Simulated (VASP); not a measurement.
Write the native input for VASP 6.6.1 that does the following.

* Task: single point
* Functional: PBE
* Potentials or basis: VASP PAW PBE potentials, release 64 (Ca_sv, Y_sv, Os, C, N)
* Cutoff: 520 eV
* k mesh: 6 × 6 × 6
* Occupations: gaussian, width 0.1 eV
* Spin: no spin polarisation
* Dipole correction: no
* Further INCAR settings: LREAL = Auto; ALGO = Normal; EDIFF = 1e-07; NBANDS = 60

The structure of Ca2YOsC6N6 lies in POSCAR:

```
Ca2YOsC6N6
1.0
    0.0000000000      5.6416301592      5.6416301592
    5.6416301592      0.0000000000      5.6416301592
    5.6416301592      5.6416301592      0.0000000000
Ca Y Os C N
2 1 1 6 6
Direct
    0.2500000000      0.2500000000      0.2500000000
    0.7500000000      0.7500000000      0.7500000000
    0.0000000000      0.0000000000      0.0000000000
    0.5000000000      0.5000000000      0.5000000000
    0.7799297666      0.2200702334      0.2200702334
    0.2200702334      0.7799297666      0.2200702334
    0.2200702334      0.2200702334      0.7799297666
    0.2200702334      0.7799297666      0.7799297666
    0.7799297666      0.2200702334      0.7799297666
    0.7799297666      0.7799297666      0.2200702334
    0.6753005820      0.3246994180      0.3246994180
    0.3246994180      0.6753005820      0.3246994180
    0.3246994180      0.3246994180      0.6753005820
    0.3246994180      0.6753005820      0.6753005820
    0.6753005820      0.3246994180      0.6753005820
    0.6753005820      0.6753005820      0.3246994180
```

The input as run:

INCAR

```
ALGO = Normal
EDIFF = 1E-7
ENCUT = 520
GGA = PE
ISIF = 2
ISMEAR = 0
LASPH = True
LCHARG = False
LREAL = Auto
LWAVE = False
NBANDS = 60
NELM = 60
PREC = Accurate
SIGMA = 0.1
```

KPOINTS

```
k-points
0
Gamma
  6 6 6
```

Potentials or basis: VASP PAW PBE potentials, release 64 (Ca_sv, Y_sv, Os, C, N).

Launch:

```console
$ cat potpaw_PBE.64/Ca_sv/POTCAR potpaw_PBE.64/Y_sv/POTCAR potpaw_PBE.64/Os/POTCAR potpaw_PBE.64/C/POTCAR potpaw_PBE.64/N/POTCAR > POTCAR
$ mpirun -np 1 vasp_std > vasp.out
```

It gave:

```
Pressure               : 0.5 GPa
Largest force          : 0.298 eV/Å
Band gap on the k mesh : zero (an odd number of electrons rules out a gap without spin polarisation)
```

Caveat: spin-orbit coupling is left out, which moves the levels of the heavy elements.

It took 33 min on 1 thread of Intel Xeon 8259CL, on a shared host, peak memory 0.65 GiB.
